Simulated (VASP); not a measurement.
# BN in VASP: notebook

BN is run at these levels: PBE+D3(BJ); tasks: single point.

Program: VASP 6.6.1. These are calculated values, not measurements. Logs are shortened: lines on timing, memory, paths and dates and some standing lists are left out, and cuts for length are marked.

## Step 1: The cell of the first run

The cell holds a slab with vacuum, 2 atoms: a = 2.383 Å, b = 2.383 Å, c = 26.000 Å, α = 90.00°, β = 90.00°, γ = 120.00°.

## Step 2: Single point, PBE+D3(BJ)

Input file INCAR:

```
PREC = Accurate ; ENCUT = 520
EDIFF = 1E-7 ; ISMEAR = 0
SIGMA = 0.02 ; LREAL = F
LASPH = T ; NELM = 100
ALGO = Normal ; ISIF = 2
LWAVE = F ; LCHARG = F
LDIPOL = T ; IDIPOL = 3
DIPOL = 0.5 0.5 0.500 ; GGA = PE
IVDW = 12 ; NBANDS = 11
```

Input file KPOINTS:

```
Automatic mesh
0
Gamma
  12 12 1
```

Input file POSCAR:

```
BN
1.0
    2.3830000000      0.0000000000      0.0000000000
   -1.1915000000      2.0637385372      0.0000000000
    0.0000000000      0.0000000000     26.0000000000
B N
1 1
Direct
    0.0000000000      0.0000000000      0.5055000000
    0.6666666667      0.3333333333      0.4945000000
```

Potentials or basis: VASP PAW PBE potentials, release 64 (B, N).

On the command line:

```console
$ cat potpaw_PBE.64/B/POTCAR potpaw_PBE.64/N/POTCAR > POTCAR
$ mpirun -np 1 vasp_std > vasp.out
```

OUTCAR:

```text
PREC = Accurate
   ENCUT = 520
   EDIFF = 1E-7
   ISMEAR = 0
   LREAL = F
   LASPH = T
   NELM = 100
   ISIF = 2
   GGA = PE
   IVDW = 12
 IVDW          = 12

 ion  position               nearest neighbor table
   1  0.000  0.000  0.505-   2 1.41   2 1.41   2 1.41
   2  0.667  0.333  0.495-   1 1.41   1 1.41   1 1.41

  LATTYP: Found a hexagonal cell.
 ALAT       =     2.3830000000
 C/A-ratio  =    10.9106168695

  Lattice vectors:

 A1 = (   2.3830000000,   0.0000000000,   0.0000000000)
 A2 = (  -1.1915000000,   2.0637385372,   0.0000000000)
 A3 = (   0.0000000000,   0.0000000000,  26.0000000000)

Analysis of symmetry for initial positions (statically):
=====================================================================
 Subroutine PRICEL returns:
 Original cell was already a primitive cell.

 Routine SETGRP: Setting up the symmetry group for a
 hexagonal supercell.

 Subroutine GETGRP returns: Found  6 space group operations
 (whereof  6 operations were pure point group operations)
 out of a pool of 24 trial point group operations.

The static configuration has the point symmetry C_3v.

Analysis of symmetry for dynamics (positions and initial velocities):
=====================================================================
 Subroutine PRICEL returns:
 Original cell was already a primitive cell.

 Routine SETGRP: Setting up the symmetry group for a
 hexagonal supercell.

 Subroutine GETGRP returns: Found  6 space group operations
 (whereof  6 operations were pure point group operations)
 out of a pool of 24 trial point group operations.

The dynamic configuration has the point symmetry C_3v.

 Subroutine INISYM returns: Found  6 space group operations
 (whereof  6 operations are pure point group operations),
 and found     1 'primitive' translations

----------------------------------------------------------------------------------------

                                     Primitive cell

  volume of cell :     127.8651

  direct lattice vectors                    reciprocal lattice vectors
     2.383000000  0.000000000  0.000000000     0.419639110  0.242278753  0.000000000
    -1.191500000  2.063738537  0.000000000     0.000000000  0.484557507  0.000000000
     0.000000000  0.000000000 26.000000000     0.000000000  0.000000000  0.038461538

  length of vectors
     2.383000000  2.383000000 26.000000000     0.484557507  0.484557507  0.038461538

  position of ions in fractional coordinates (direct lattice)
     0.000000000  0.000000000  0.505500000
     0.666666667  0.333333333  0.494500000

  ion indices of the primitive-cell ions
   primitive index   ion index
                 1           1
                 2           2

----------------------------------------------------------------------------------------

 KPOINTS: Automatic mesh

Automatic generation of k-mesh.
 Grid dimensions read from file:
 generate k-points for:   12   12    1

 Generating k-lattice:

  Cartesian coordinates                     Fractional coordinates (reciprocal lattice)
     0.034969926  0.020189896  0.000000000     0.083333333  0.000000000  0.000000000
     0.000000000  0.040379792  0.000000000     0.000000000  0.083333333  0.000000000
     0.000000000  0.000000000  0.038461538     0.000000000  0.000000000  1.000000000

  Length of vectors
     0.040379792  0.040379792  0.038461538

  Shift w.r.t. Gamma in fractional coordinates (k-lattice)
     0.000000000  0.000000000  0.000000000

 Subroutine IBZKPT returns following result:
 ===========================================

 Found     19 irreducible k-points:

 Following reciprocal coordinates:
            Coordinates               Weight
  0.000000  0.000000  0.000000      1.000000
  0.083333  0.000000  0.000000      6.000000
  0.166667  0.000000  0.000000      6.000000
  0.250000  0.000000  0.000000      6.000000
  0.333333  0.000000  0.000000      6.000000
  0.416667 -0.000000  0.000000      6.000000
[... 11 lines left out ...]
  0.333333  0.250000  0.000000     12.000000
  0.333333  0.333333  0.000000      2.000000
   k-points           NKPTS =     19   k-points in BZ     NKDIM =     19   number of bands    NBANDS=     11
   number of dos      NEDOS =    301   number of ions     NIONS =      2
   total plane-waves  NPLWV =  63504
   dimension x,y,z NGX =    18 NGY =   18 NGZ =  196
   dimension x,y,z NGXF=    36 NGYF=   36 NGZF=  392
   ions per type =               1   1
   NGX,Y,Z   is equivalent  to a cutoff of  12.56, 12.56, 12.53 a.u.
   NGXF,Y,Z  is equivalent  to a cutoff of  25.11, 25.11, 25.06 a.u.
 SYSTEM =  unknown system
   PREC   = accura    normal or accurate (medium, high low for compatibility)
   ISTART =      0    job   : 0-new  1-cont  2-samecut
   ICHARG =      2    charge: 1-file 2-atom 10-const
   ISPIN  =      1    spin polarized calculation?
   LNONCOLLINEAR =      F non collinear calculations
   LSORBIT =      F    spin-orbit coupling
   LASPH  =      T    aspherical Exc in radial PAW
   ENCUT  =  520.0 eV  38.22 Ry    6.18 a.u.   4.43  4.43 48.34*2*pi/ulx,y,z
   NELM   =    100;   NELMIN=  2; NELMDL= -5     # of ELM steps
   EDIFF  = 0.1E-06   stopping-criterion for ELM
   LREAL  =      F    real-space projection
   EDIFFG = 0.1E-05   stopping-criterion for IOM
   NSW    =      0    number of steps for IOM
   IBRION =     -1    ionic relax: 0-MD 1-quasi-New 2-CG
   NFREE  =      0    steps in history (QN), initial steepest desc. (CG)
   ISIF   =      2    stress and relaxation
   ISYM   =      2    0-nonsym 1-usesym 2-fastsym
   POTIM  = 0.5000    time-step for ionic-motion
   TEBEG  =    0.0;   TEEND  =   0.0 temperature during run
   PSTRESS=    0.0 pullay stress
   NELECT =       8.0000    total number of electrons
   NUPDOWN=      -1.0000    fix difference up-down
   EMIN   =  10.00;   EMAX   =-10.00  energy-range for DOS
   EFERMI =   0.00;   METHOD = LEGACY
   ISMEAR =     0;   SIGMA  =   0.02  broadening in eV -4-tet -1-fermi 0-gaus
   EFERMI_NEDOS =   21; number of points for ismear=-14 and -15
   IALGO  =     38    algorithm
   IMIX   =      4    mixing-type and parameters
     AMIX     =   0.40;   BMIX     =  1.00
     AMIX_MAG =   1.60;   BMIX_MAG =  1.00
  volume/ion in A,a.u.               =      63.93       431.44
  Fermi-wavevector in a.u.,A,eV,Ry     =   0.649911  1.228154  5.746894  0.422385
  Thomas-Fermi vector in A             =   1.719020
   LORBIT       =      0    0 simple, 1 ext, 2 COOP (PROOUT), +10 PAW based schemes
   GGA     = PE    functional components
   LHFCALC =     F    Hartree Fock is set to
   AEXX    =    0.0000 exact exchange contribution
   IVDW    =    12    specifies the selected vdW correction
   LEPSILON=     F    determine dielectric tensor
   LRPA    =     F    only Hartree local field effects (RPA)
 non-spin polarized calculation
 Gauss-broadening in eV      SIGMA  =   0.02
  energy-cutoff  :      520.00
  volume of cell :      127.87
 maximum number of plane-waves:      3535
 NGX is ok and might be reduce to    18
   NGX =  9   NGY =  9   NGZ = 97

 number of electron       8.0000002 magnetization

 dipolmoment           0.000000      0.000000     -0.060538 electrons x Angstroem

 Free energy of the ion-electron system (eV)
  ---------------------------------------------------
  ext. energy  EPLUGINS =         0.00000000
  ---------------------------------------------------
  free energy    TOTEN  =       -16.69362347 eV

  energy without entropy =      -16.69362347  energy(sigma->0) =      -16.69362347

 E-fermi :  -4.4273     XC(G=0):  -1.7031

 val. band max:       -4.5505207063   @ k =   0.3333   0.3333   0.0000
 cond. band min:      -1.1954255975   @ k =   0.0000   0.0000   0.0000
 fundamental gap:      3.3550951088
 Fermi energy:        -4.4272774246

 k-point     1 :       0.0000    0.0000    0.0000
  band No.  band energies     occupation
      1     -22.9418      2.00000
      2     -10.4656      2.00000
      3      -4.9850      2.00000
      4      -4.9850      2.00000
      5      -1.1954      0.00000
      6       0.2082      0.00000
      7       0.8732      0.00000
      8       1.7116      0.00000
      9       2.1512      0.00000
     10       2.8707      0.00000
     11       3.1745      0.00000

 k-point     2 :       0.0833    0.0000    0.0000
  band No.  band energies     occupation
      1     -22.7897      2.00000
      2     -10.2710      2.00000
      3      -5.6182      2.00000
      4      -5.2873      2.00000
      5      -0.9675      0.00000
      6       0.4513      0.00000
      7       1.1125      0.00000
      8       1.9539      0.00000
      9       2.3886      0.00000
     10       3.1069      0.00000
     11       3.4112      0.00000

 k-point     3 :       0.1667    0.0000    0.0000
  band No.  band energies     occupation
      1     -22.3404      2.00000
      2      -9.7071      2.00000
      3      -7.1962      2.00000
      4      -6.0168      2.00000
      5      -0.3333      0.00000
      6       1.1762      0.00000
      7       1.8198      0.00000
      8       2.6774      0.00000
      9       3.0886      0.00000
     10       3.8019      0.00000
     11       4.1095      0.00000
[... 197 lines left out ...]
 k-point    18 :       0.3333    0.2500    0.0000
  band No.  band energies     occupation
      1     -18.8055      2.00000
      2     -12.8966      2.00000
      3     -10.9213      2.00000
      4      -4.9012      2.00000
      5       0.1856      0.00000
      6       7.1253      0.00000
      7       8.6544      0.00000
      8       9.3266      0.00000
      9       9.9661      0.00000
     10      10.6466      0.00000
     11      10.9932      0.00000

 k-point    19 :       0.3333    0.3333    0.0000
  band No.  band energies     occupation
      1     -18.5512      2.00000
      2     -12.7504      2.00000
      3     -11.6353      2.00000
      4      -4.5505      2.00000
      5       0.0594      0.00000
      6       6.9366      0.00000
      7      10.1920      0.00000
      8      10.6615      0.00000
      9      11.3986      0.00000
     10      11.8585      0.00000
     11      11.9748      0.00000

------------------------ aborting loop because EDIFF is reached ----------------------------------------

 vacuum level on the upper side and lower side of the slab       (xc-potential included)        -1.126         1.079

 Edisp (eV)   -0.16933

 E8    (eV) :    -0.0543

  FORCE on cell =-STRESS in cart. coord.  units (eV):
  Direction    XX          YY          ZZ          XY          YZ          ZX
  --------------------------------------------------------------------------------------
  -------------------------------------------------------------------------------------
  Total       6.26772     6.26772    -1.11889     0.00000     0.00000    -0.00000
  in kB      78.53588    78.53588   -14.01993     0.00000     0.00000    -0.00000
  external pressure =       47.68 kB  Pullay stress =        0.00 kB

 VOLUME and BASIS-vectors are now :
 -----------------------------------------------------------------------------
  energy-cutoff  :      520.00
  volume of cell :      127.87
      direct lattice vectors                 reciprocal lattice vectors
     2.383000000  0.000000000  0.000000000     0.419639110  0.242278753  0.000000000
    -1.191500000  2.063738537  0.000000000     0.000000000  0.484557507  0.000000000
     0.000000000  0.000000000 26.000000000     0.000000000  0.000000000  0.038461538

 POSITION                                       TOTAL-FORCE (eV/Angst)
 -----------------------------------------------------------------------------------
      0.00000      0.00000     13.14300         0.000000      0.000000     -3.846685
      1.19150      0.68791     12.85700        -0.000000     -0.000000      3.846685
 -----------------------------------------------------------------------------------
    total drift:                                0.000000     -0.000000     -0.000060

  FREE ENERGIE OF THE ION-ELECTRON SYSTEM (eV)
  ---------------------------------------------------
  free  energy   TOTEN  =       -16.8629538302 eV

  energy  without entropy=      -16.8629538302  energy(sigma->0) =      -16.86295383

 vacuum level on the upper side and lower side of the slab        -0.078         2.181
```

It took 46 s on 1 thread of Intel Xeon Platinum 8559C (Emerald Rapids), shared host; peak memory 0.23 GiB.

Results:

```yaml
Free_energy: -16.8630 eV
Largest_force: 3.847 eV/Å
Band_gap_on_the_k_mesh: 3.36 eV (least direct gap 3.79 eV)
Dispersion_energy_per_atom: -0.085 eV
```

Forces on the atoms (eV/Å):
```
B    0.000  0.000 -3.847
N    0.000  0.000  3.847
```

Levels at points of the mesh, in eV from the valence-band top:
| k point | band 1 | band 2 | band 3 | band 4 | band 5 | band 6 | band 7 | band 8 | band 9 |
| --- | --- | --- | --- | --- | --- | --- | --- | --- | --- |
| (0.00, 0.00, 0.00) | -18.39 | -5.92 | -0.43 | -0.43 | 3.36 | 4.76 | 5.42 | 6.26 | 6.70 |
| (0.50, 0.00, 0.00) | -14.73 | -9.19 | -3.64 | -0.96 | 4.32 | 10.69 | 12.49 | 13.07 | 13.61 |

## Step 3: Single point, PBE+D3(BJ)

Input file INCAR:

```
PREC     = Accurate       # precision mode
ENCUT    = 520            # plane-wave cutoff, eV
EDIFF    = 1E-7           # SCF threshold, eV
ISMEAR   = 0              # smearing method
SIGMA    = 0.02           # smearing width, eV
LREAL    = F              # projectors in reciprocal space
LASPH    = T              # aspherical terms in the spheres
NELM     = 100            # most SCF steps
ALGO     = Normal         # electronic algorithm
ISIF     = 2              # what is computed and relaxed
LWAVE    = F              # write WAVECAR
LCHARG   = T              # write CHGCAR
LDIPOL   = T            
IDIPOL   = 3            
DIPOL    = 0.5 0.5 0.500
GGA      = PE             # functional
IVDW     = 12             # dispersion correction
LELF     = T              # ELF
LVHAR    = T            
LVACPOTAV= T            
NBANDS   = 11             # bands
```

Input file KPOINTS:

```
regular mesh
0
Gamma
  12 12 1
```

Input file POSCAR:

```
BN
1.0
    2.3830000000      0.0000000000      0.0000000000
   -1.1915000000      2.0637385372      0.0000000000
    0.0000000000      0.0000000000     26.0000000000
B N
1 1
Direct
    0.0000000000      0.0000000000      0.5109807692
    0.6666666667      0.3333333333      0.4890192308
```

Potentials or basis: VASP PAW PBE potentials, release 64 (B, N).

On the command line:

```console
$ cat potpaw_PBE.64/B/POTCAR potpaw_PBE.64/N/POTCAR > POTCAR
$ mpirun -np 1 vasp_std > vasp.out
```

It took 46 s on 1 thread of Intel Xeon Platinum 8559C (Emerald Rapids), shared host; peak memory 0.23 GiB.

Results (log left out):

* Free energy: -15.1520 eV
* Largest force: 8.209 eV/Å
* Band gap on the k mesh: 0.49 eV
* Dispersion energy per atom: -0.084 eV

Forces in eV/Å, atoms in the order of the input:
```
B    0.000  0.000 -8.209
N    0.000  0.000  8.209
```

Levels at points of the mesh, in eV from the valence-band top:
| k point | band 1 | band 2 | band 3 | band 4 | band 5 | band 6 | band 7 | band 8 | band 9 |
| --- | --- | --- | --- | --- | --- | --- | --- | --- | --- |
| (0.00, 0.00, 0.00) | -19.05 | -7.09 | 0.00 | 0.00 | 0.49 | 2.88 | 3.46 | 4.53 | 5.75 |
| (0.50, 0.00, 0.00) | -15.10 | -9.58 | -3.13 | -2.25 | 1.69 | 7.81 | 10.95 | 11.33 | 11.88 |
